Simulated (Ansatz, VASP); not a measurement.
**Two plane-wave programs on NaVS3**

Contents of INCAR:

```
PREC = Accurate
ENCUT = 520
EDIFF = 1E-6
ISMEAR = 0
SIGMA = 0.05
LREAL = F
LASPH = T
NELM = 100
ALGO = Normal
ISIF = 2
LWAVE = F
LCHARG = T
GGA = PS
LELF = T
LVHAR = T
NBANDS = 27
```

KPOINTS

```
Automatic mesh
0
Gamma
  4 4 4
```

POSCAR

```
NaVS3
1.0
    4.5650371767      0.0000000000      0.0000000000
    0.0000000000      4.5650371767      0.0000000000
    0.0000000000      0.0000000000      4.5650371767
Na V S
1 1 3
Direct
    0.0000000000      0.0000000000      0.0000000000
    0.5000000000      0.5000000000      0.5000000000
    0.5000000000      0.5000000000      0.0000000000
    0.5000000000      0.0000000000      0.5000000000
    0.0000000000      0.5000000000      0.5000000000
```

Input for Ansatz:

```yaml
crystal:
  lattice:
    - [4.5650371767, 0.0, 0.0]
    - [0.0, 4.5650371767, 0.0]
    - [0.0, 0.0, 4.5650371767]
  atoms:
    - { symbol: Na, position: [0.0, 0.0, 0.0] }
    - { symbol: V, position: [0.5, 0.5, 0.5] }
    - { symbol: S, position: [0.5, 0.5, 0.0] }
    - { symbol: S, position: [0.5, 0.0, 0.5] }
    - { symbol: S, position: [0.0, 0.5, 0.5] }
basis:
  ecutwfc: 420
kpoints:
  mp_grid: { grid: [4, 4, 4] }
hamiltonian:
  xc: pbesol
scf:
  occupations: { method: gaussian, width: 0.05 }
output:
  forces: true
  stress: true
  eigenvalues: true
```

Alike in both runs: task single point; functional PBEsol; k mesh 4 × 4 × 4; occupations gaussian, width 0.05 eV; no spin polarisation.

```csv
,VASP,Ansatz
version,VASP 6.6.1,Ansatz 0.2.0
potentials or method,"VASP PAW PBE potentials, release 64 (Na_pv, V_sv, S), cutoff 520 eV","scalar-relativistic, plane waves, PAW"
valence electrons in the cell,38,40
```

```tsv
	VASP	Ansatz	Ansatz less VASP
gap on the k mesh at the Fermi level (eV)	none	none	-
pressure (GPa)	0.1	0.1	-0.04
```

VASP's potentials were made for PBE, not for PBEsol. A gap of «none» marks a metal or a gap that the smearing closes. The functional is the same, so the differences come from potentials, cutoffs and numerics. VASP's potentials hold 38 valence electrons a cell and Ansatz's 40, so a difference there can come from the potentials and not from the codes.
